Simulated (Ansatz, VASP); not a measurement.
C: VASP beside Ansatz

File POSCAR:

```
C
1.0
    0.0000000000      1.8691487922      1.7356381642
    1.8691487922      0.0000000000      1.7356381642
    1.8691487922      1.8691487922      0.0000000000
C
2
Direct
    0.5000000000      0.5000000000      0.5000000000
    0.7500000000      0.7500000000      0.7500000000
```

Contents of INCAR.step1:

```
SYSTEM = C
PREC = Accurate ; ENCUT = 520
ISMEAR = 0 ; SIGMA = 0.05
LREAL = .False. ; LASPH = .True.
NELM = 60 ; NBANDS = 11
GGA = PE ; ALGO = Normal
EDIFF = 1E-4 ; LWAVE = .True.
LCHARG = .False.
```

Contents of INCAR.step2:

```
SYSTEM = C
PREC = Accurate ; ENCUT = 520
EDIFF = 1E-6 ; ISMEAR = 0
SIGMA = 0.05 ; LREAL = .False.
LASPH = .True. ; NELM = 60
ALGO = Normal ; ISIF = 2
LWAVE = .False. ; LCHARG = .False.
METAGGA = R2SCAN ; LMIXTAU = .True.
NBANDS = 11 ; ISTART = 1
```

KPOINTS

```
Automatic mesh
0
Gamma
  12 12 12
  0 0 0
```

Input for Ansatz:

```yaml
crystal:
  lattice:
    - [0.0, 1.8691487922, 1.7356381642]
    - [1.8691487922, 0.0, 1.7356381642]
    - [1.8691487922, 1.8691487922, 0.0]
  atoms:
    - { symbol: C, position: [0.5, 0.5, 0.5] }
    - { symbol: C, position: [0.75, 0.75, 0.75] }
basis:
  ecutwfc: 500
kpoints:
  mp_grid: { grid: [12, 12, 12] }
hamiltonian:
  xc: r2scan
scf:
  occupations: { method: gaussian, width: 0.05 }
output:
  forces: true
  stress: true
  eigenvalues: true
```

Change from the starting cell: strain +0.050 along x and y, -0.025 along z, atoms carried along.

Alike in both runs: task single point; functional r2SCAN; k mesh 12 × 12 × 12; occupations gaussian, width 0.05 eV; no spin polarisation.

|  | VASP | Ansatz |
| --- | --- | --- |
| version | VASP 6.6.1 | Ansatz 0.2.0 |
| potentials or method | VASP PAW PBE potentials, release 64 (C), cutoff 520 eV | scalar-relativistic, plane waves, PAW |
| valence electrons in the cell | 8 | 8 |

Ansatz gave:

```
gap on the k mesh at the Fermi level (eV)                     : 2.39
least direct gap on the mesh (eV)                             : 4.42
pressure (GPa)                                                : -28.2
traceless stress, the component that is largest in VASP (GPa) : 41.62
```

Q: What did VASP give for the same quantities?

A: gap on the k mesh at the Fermi level (eV): 2.36; least direct gap on the mesh (eV): 4.38; pressure (GPa): -27.4; traceless stress, the component that is largest in VASP (GPa): 41.56.

VASP's potentials were made for PBE, not for r2SCAN.
